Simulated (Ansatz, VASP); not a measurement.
One calculation of CaNbI6, two programs

INCAR

```
SYSTEM = CaNbI6
PREC     = Accurate       ! precision mode
ENCUT    = 520            ! plane-wave cutoff, eV
EDIFF    = 1E-7           ! SCF threshold, eV
ISMEAR   = 0              ! smearing method
SIGMA    = 0.1            ! smearing width, eV
LREAL    = .False.        ! projectors in reciprocal space
LASPH    = .True.         ! aspherical terms in the spheres
NELM     = 60             ! most SCF steps
ALGO     = Normal         ! electronic algorithm
ISIF     = 2              ! what is computed and relaxed
LWAVE    = .False.        ! write WAVECAR
LCHARG   = .False.        ! write CHGCAR
GGA      = PE             ! functional
NBANDS   = 42             ! bands
```

KPOINTS

```
Automatic mesh
0
Gamma
  4 4 4
  0 0 0
```

POSCAR

```
CaNbI6
1.0
    0.0000000000      5.5808326400      5.5808326400
    5.5808326400      0.0000000000      5.5808326400
    5.5808326400      5.5808326400      0.0000000000
Ca Nb I
1 1 6
Direct
    0.5000000000      0.5000000000      0.5000000000
    0.0000000000      0.0000000000      0.0000000000
    0.7816298600      0.7816298600      0.2183701400
    0.2183701400      0.7816298600      0.2183701400
    0.7816298600      0.2183701400      0.2183701400
    0.2183701400      0.2183701400      0.7816298600
    0.7816298600      0.2183701400      0.7816298600
    0.2183701400      0.7816298600      0.7816298600
```

Input for Ansatz:

```yaml
crystal:
  lattice:
    - [0.0, 5.58083264, 5.58083264]
    - [5.58083264, 0.0, 5.58083264]
    - [5.58083264, 5.58083264, 0.0]
  atoms:
    - { symbol: Ca, position: [0.5, 0.5, 0.5] }
    - { symbol: Nb, position: [0.0, 0.0, 0.0] }
    - { symbol: I, position: [0.78162986, 0.78162986, 0.21837014] }
    - { symbol: I, position: [0.21837014, 0.78162986, 0.21837014] }
    - { symbol: I, position: [0.78162986, 0.21837014, 0.21837014] }
    - { symbol: I, position: [0.21837014, 0.21837014, 0.78162986] }
    - { symbol: I, position: [0.78162986, 0.21837014, 0.78162986] }
    - { symbol: I, position: [0.21837014, 0.78162986, 0.78162986] }
basis:
  ecutwfc: 420
kpoints:
  mp_grid: { grid: [4, 4, 4] }
hamiltonian:
  xc: pbe
scf:
  occupations: { method: gaussian, width: 0.1 }
  lower_state_search: "off"
output:
  forces: true
  stress: true
  eigenvalues: true
```

Change from the starting cell: species swapped into the NaAsF6 type (Fm-3m, No. 225).

Alike in both runs: task single point; functional PBE; k mesh 4 × 4 × 4; occupations gaussian, width 0.1 eV; no spin polarisation.

```csv
,VASP,Ansatz
version,VASP 6.6.1,Ansatz 0.2.0
potentials or method,"VASP PAW PBE potentials, release 64 (Ca_sv, Nb_sv, I), cutoff 520 eV","scalar-relativistic, plane waves, PAW"
valence electrons in the cell,65,125
```

VASP gave:

| Quantity | Value |
| --- | --- |
| gap on the k mesh at the Fermi level (eV) | none |
| pressure (GPa) | 13.7 |
| rms of the force components (eV/Å) | 3.171 |

**Question.** What did Ansatz give for the same quantities?

**Answer.** gap on the k mesh at the Fermi level (eV): none; pressure (GPa): 13.8; rms of the force components (eV/Å): 3.195.

Atom by atom the forces differ by 0.024 eV/Å (rms over components). A gap of «none» marks a metal or a gap that the smearing closes. VASP's potentials hold 65 valence electrons a cell and Ansatz's 125, so a difference there can come from the potentials and not from the codes.

Spin-orbit coupling is off throughout.
